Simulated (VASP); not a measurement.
# Mg (Fd-3m) in VASP: further runs, part 2 of 2

VASP 6.6.1. The steps go on from the part before.

**3. Single point, PBE (volume scaled by 0.4)**

The input, INCAR:

```
PREC = Accurate
ENCUT = 520
EDIFF = 1E-7
ISMEAR = -1
SIGMA = 0.1
LREAL = False
LASPH = True
NELM = 100
ALGO = Normal
ISIF = 2
LWAVE = False
LCHARG = False
GGA = PE
NBANDS = 9
```

The input, KPOINTS:

```
Automatic mesh
0
Gamma
  12 12 12
```

The input, POSCAR:

```
Mg
1.0
    0.0000000000      2.5298303444      2.5298303444
    2.5298303444      0.0000000000      2.5298303444
    2.5298303444      2.5298303444      0.0000000000
Mg
2
Direct
   -0.1250000000     -0.1250000000     -0.1250000000
    0.1250000000      0.1250000000      0.1250000000
```

Potentials or basis: VASP PAW PBE potentials, release 64 (Mg).

Command:

```sh
cat potpaw_PBE.64/Mg/POTCAR > POTCAR
mpirun -np 1 vasp_std > vasp.out
```

OUTCAR:

```text
PREC = Accurate
   ENCUT = 520
   EDIFF = 1E-7
   ISMEAR = -1
   LREAL = False
   LASPH = True
   NELM = 100
   ISIF = 2
   GGA = PE

 ion  position               nearest neighbor table
   1  0.875  0.875  0.875-   2 2.19   2 2.19   2 2.19   2 2.19
   2  0.125  0.125  0.125-   1 2.19   1 2.19   1 2.19   1 2.19

  LATTYP: Found a face centered cubic cell.
 ALAT       =     5.0596606888

  Lattice vectors:

 A1 = (   0.0000000000,   2.5298303444,   2.5298303444)
 A2 = (   2.5298303444,   0.0000000000,   2.5298303444)
 A3 = (   2.5298303444,   2.5298303444,   0.0000000000)
[... 465 lines left out ...]
      5      10.1226      0.00000
      6      12.5367      0.00000
      7      14.9199      0.00000
      8      16.6943      0.00000
      9      17.2832      0.00000

 [... further k-points ...]
[... 5 lines left out ...]
  --------------------------------------------------------------------------------------
  -------------------------------------------------------------------------------------
  Total       11.0453840     11.0453840     11.0453840      0.0000000     -0.0000000      0.0000000
  in kB      546.4962856    546.4962856    546.4962856      0.0000000     -0.0000000      0.0000000
  external PRESSURE =     546.4962856 kB  Pullay stress =       0.0000000 kB

 VOLUME and BASIS-vectors are now :
 -----------------------------------------------------------------------------
  energy-cutoff  :      520.00
  volume of cell :       32.38
      direct lattice vectors                 reciprocal lattice vectors
     0.000000000  2.529830344  2.529830344    -0.197641712  0.197641712  0.197641712
     2.529830344  0.000000000  2.529830344     0.197641712 -0.197641712  0.197641712
     2.529830344  2.529830344  0.000000000     0.197641712  0.197641712 -0.197641712

 POSITION                                       TOTAL-FORCE (eV/Angst)
 -----------------------------------------------------------------------------------
      4.42720      4.42720      4.42720         0.000000     -0.000000     -0.000000
      0.63246      0.63246      0.63246        -0.000000      0.000000      0.000000
 -----------------------------------------------------------------------------------
    total drift:                               -0.000000     -0.000000      0.000000

  FREE ENERGIE OF THE ION-ELECTRON SYSTEM (eV)
  ---------------------------------------------------
  free  energy   TOTEN  =         2.5654977097 eV

  energy  without entropy=        2.5899460018  energy(sigma->0) =        2.57772186
```

stdout:

```text
POSCAR found type information on POSCAR Mg
 POSCAR found :  1 types and       2 ions
 scaLAPACK will be used
 LDA part: xc-table for (Slater+PW92), standard interpolation
 POSCAR, INCAR and KPOINTS ok, starting setup
 FFT: planning ... GRIDC
 FFT: planning ... GRID_SOFT
 FFT: planning ... GRID
 WAVECAR not read
 entering main loop
```

It took 9 s on 1 thread of Intel Xeon 6975P-C (Granite Rapids), shared host; peak memory 0.16 GiB.

Results:

```
Free energy            : 2.5655 eV
Pressure               : 54.6 GPa
Band gap on the k mesh : zero (band 2 reaches 10.98 eV, above the bottom of band 3 at 2.75 eV)
```

Levels at points of the mesh, in eV from the Fermi level:
```tsv
k point	band 1	band 2	band 3	band 4	band 5	band 6
(0.00, 0.00, 0.00)	-8.53	6.17	6.17	6.17	6.82	6.82
(0.50, 0.00, 0.00)	-4.32	-4.12	5.11	5.11	5.61	5.61
(0.50, 0.50, 0.00)	-2.84	-2.84	1.84	1.84	3.23	3.23
```

**4. Single point, PBE (volume scaled by 0.5)**

The input, INCAR:

```
SYSTEM = Mg
ALGO = Normal ; EDIFF = 1E-6
ENCUT = 520 ; GGA = PE
ISIF = 2 ; ISMEAR = -1
LASPH = .True. ; LCHARG = .False.
LREAL = .False. ; LWAVE = .False.
NBANDS = 9 ; NELM = 80
PREC = Accurate ; SIGMA = 0.1
```

The input, KPOINTS:

```
k-points
0
Gamma
  12 12 12
  0 0 0
```

The input, POSCAR:

```
Mg
1.0
    0.0000000000      2.7251771269      2.7251771269
    2.7251771269      0.0000000000      2.7251771269
    2.7251771269      2.7251771269      0.0000000000
Mg
2
Direct
   -0.1250000000     -0.1250000000     -0.1250000000
    0.1250000000      0.1250000000      0.1250000000
```

Command:

```sh
cat potpaw_PBE.64/Mg/POTCAR > POTCAR
mpirun -np 1 vasp_std > vasp.out
```

Wall time 9.2 s (1 thread of Intel Xeon 6975P-C (Granite Rapids), shared host); peak memory 0.17 GiB.

The run converged. Its results:

```yaml
Free_energy: 0.5620 eV
Pressure: 28.0 GPa
Band_gap_on_the_k_mesh: zero (band 2 reaches 8.52 eV, above the bottom of band 3 at 1.74 eV)
```

Levels at points of the mesh, in eV from the Fermi level:
```
           k point  band 1  band 2  band 3  band 4  band 5  band 6  band 7
(0.00, 0.00, 0.00)   -7.43    5.31    5.31    5.31    6.10    6.10    6.10
(0.50, 0.00, 0.00)   -4.02   -3.39    4.18    4.18    5.37    5.37    7.27
(0.50, 0.50, 0.00)   -2.53   -2.53    1.54    1.54    2.97    2.97   13.73
```

**5. Single point, PBE (volume scaled by 0.7)**

The input, INCAR:

```
SYSTEM = Mg
  PREC = Accurate
  ENCUT = 520
  EDIFF = 1E-7
  ISMEAR = -1
  SIGMA = 0.1
  LREAL = .FALSE.
  LASPH = .TRUE.
  NELM = 100
  ALGO = Normal
  ISIF = 2
  LWAVE = .FALSE.
  LCHARG = .FALSE.
  GGA = PE
  NBANDS = 9
```

The input, KPOINTS:

```
regular mesh
0
G
  12 12 12
  0 0 0
```

The input, POSCAR:

```
Mg
1.0
    0.0000000000      3.0486255171      3.0486255171
    3.0486255171      0.0000000000      3.0486255171
    3.0486255171      3.0486255171      0.0000000000
Mg
2
Direct
   -0.1250000000     -0.1250000000     -0.1250000000
    0.1250000000      0.1250000000      0.1250000000
```

Command:

```sh
cat potpaw_PBE.64/Mg/POTCAR > POTCAR
mpirun -np 1 vasp_std > vasp.out
```

It took 11 s on 1 thread of Intel Xeon 6975P-C (Granite Rapids), shared host; peak memory 0.19 GiB.

It converged, with:

| Property | Result |
| --- | --- |
| Free energy | -1.0420 eV |
| Pressure | 7.8 GPa |
| Band gap on the k mesh | zero (band 2 reaches 5.57 eV, above the bottom of band 3 at 0.53 eV) |

Levels at points of the mesh, in eV from the Fermi level:
```csv
k point,band 1,band 2,band 3,band 4,band 5,band 6,band 7
"(0.00, 0.00, 0.00)",-6.04,4.17,4.17,4.17,5.14,5.14,5.14
"(0.50, 0.00, 0.00)",-3.58,-2.52,3.13,3.13,4.92,4.92,5.42
"(0.50, 0.50, 0.00)",-2.22,-2.22,1.22,1.22,2.70,2.70,11.56
```

**6. Single point, PBE (volume scaled by 0.7)**

The input, INCAR:

```
  PREC = Accurate
  ENCUT = 520
  EDIFF = 1E-6
  ISMEAR = -1
  SIGMA = 0.1
  LREAL = F
  LASPH = T
  NELM = 100
  ALGO = Normal
  ISIF = 2
  LWAVE = F
  LCHARG = F
  GGA = PE
  NBANDS = 9
```

The input, KPOINTS:

```
Automatic mesh
0
Gamma
  12 12 12
```

POSCAR is that of step 5.

Potentials or basis: VASP PAW PBE potentials, release 64 (Mg).

Command:

```sh
cat potpaw_PBE.64/Mg/POTCAR > POTCAR
mpirun -np 1 vasp_std > vasp.out
```

Run time: 7.9 s. Hardware: 1 thread of Intel Xeon 6975P-C (Granite Rapids), shared host; peak memory 0.19 GiB.

It converged, with:

```
Free energy            : -1.0420 eV
Pressure               : 7.8 GPa
Band gap on the k mesh : zero (band 2 reaches 5.57 eV, above the bottom of band 3 at 0.53 eV)
```

Levels at points of the mesh, in eV from the Fermi level:
```csv
k point,band 1,band 2,band 3,band 4,band 5,band 6
"(0.00, 0.00, 0.00)",-6.04,4.17,4.17,4.17,5.14,5.14
"(0.50, 0.00, 0.00)",-3.58,-2.52,3.13,3.13,4.92,4.92
"(0.50, 0.50, 0.00)",-2.22,-2.22,1.22,1.22,2.70,2.70
```

**7. The runs side by side**

```csv
cell,gap on the mesh (eV),pressure (GPa)
"a = 3.578 Å, angles 60.0°, 2 atoms",none,54.6
"a = 3.854 Å, angles 60.0°, 2 atoms",none,28.0
"a = 4.311 Å, angles 60.0°, 2 atoms",none,7.8
```

Alike in all rows: task single point; level PBE; potentials or basis VASP PAW PBE potentials, release 64 (Mg); no spin polarisation; k mesh 12 × 12 × 12; cutoff (eV) 520; smearing fermi-dirac 0.1 eV.

Absolute energies hang on the potentials; compare differences alone.
